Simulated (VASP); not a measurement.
Runs of VASP 6.6.1 on Lu. The structure is that of space group Pm-3m (No. 221), or close to it. The cells are those of the table. This isn't the form of Lu at room conditions, which is hcp.

| task | cell | cutoff (eV) | gap on the mesh (eV) | pressure (GPa) |
| --- | --- | --- | --- | --- |
| relaxation of cell and atoms | relaxed to 15 GPa from a = 3.190 Å, 1 atom | 600 | none | 15.1 |
| relaxation of cell and atoms | relaxed from a = 3.190 Å, 1 atom | 600 | none | -0.1 |
| single point | a = 2.842 Å, 1 atom | 520 | none | 15.4 |
| single point | a = 2.599 Å, 1 atom | 520 | none | 47.4 |
| relaxation of cell and atoms | relaxed to 30 GPa from a = 3.190 Å, 1 atom | 600 | none | 29.9 |
| single point | a = 3.145 Å, 1 atom | 520 | none | (a) |
| single point | a = 2.687 Å, 1 atom | 520 | none | 31.4 |

Alike in all rows: level PBEsol; potentials or basis VASP PAW PBE potentials, release 64 (Lu); no spin polarisation; k mesh 7 × 7 × 7; smearing methfessel-paxton 0.1 eV.

**Question.** Estimate the missing entries.

**Answer.** (a) 0.1.

Caveats: the PAW data sets were made with another functional, which shifts forces and pressure a little; spin-orbit coupling is left out, which moves the levels of the heavy elements; the cell stands under pressure (at least some runs); the cell is relaxed towards a set pressure, so the run minimises the enthalpy, not the energy (at least some runs).

A k mesh can miss the band edges, and the runs leave out spin-orbit coupling on Lu.

A gap of «none» marks levels without a gap at the run's occupations.
